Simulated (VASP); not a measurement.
SrTiO3: single point with LDA

The system is SrTiO3.

```
Sr Ti O
1.0
     3.84176    0.00000    0.00000
     0.00000    3.84176    0.00000
     0.00000    0.00000    3.84176
Sr Ti O
1 1 3
Cartesian
  1.9209 1.9209 1.9209
  0.0000 0.0000 0.0000
  1.9209 0.0000 0.0000
  0.0000 1.9209 0.0000
  0.0000 0.0000 1.9209
```

```yaml
Program: VASP 6.6.1
Task: single point
Functional: LDA
Potentials_or_basis: VASP PAW LDA potentials, release 64 (Sr_sv, Ti_sv, O_h)
Cutoff: 910 eV
k_mesh: 6 × 6 × 6
Occupations: gaussian, width 0.01 eV
Spin: no spin polarisation
```

| Quantity | Value |
| --- | --- |
| Pressure | 2.8 GPa |
| Band gap on the k mesh | 1.84 eV, indirect (least direct gap 2.16 eV) |

Levels at points of the mesh, in eV from the valence-band top:
```csv
k point,band 16,band 17,band 18,band 19,band 20,band 21,band 22,band 23,band 24,band 25
"(0.00, 0.00, 0.00)",-1.27,-1.27,-0.32,-0.32,-0.32,1.84,1.84,1.84,4.67,4.67
"(0.50, 0.00, 0.00)",-2.52,-2.52,-2.21,-0.72,-0.72,2.04,4.00,4.00,4.73,7.07
"(0.50, 0.50, 0.00)",-3.12,-1.69,-1.63,-1.63,-0.10,4.01,4.01,4.47,5.77,8.06
"(0.50, 0.50, 0.50)",-3.92,-3.92,0.00,0.00,0.00,4.75,4.75,4.75,7.04,7.04
```

It took 52 s on 1 thread of Intel(R) Xeon(R) Platinum 8559C (Emerald Rapids) (shared host), peak memory 0.24 GiB.

Caveat: the cutoff is under 1.25 times the usual one of these potentials, so pressure, stress and relaxed cells hold a basis-set (Pulay) error. A hybrid or GW would open this gap; LDA tends to underestimate it.
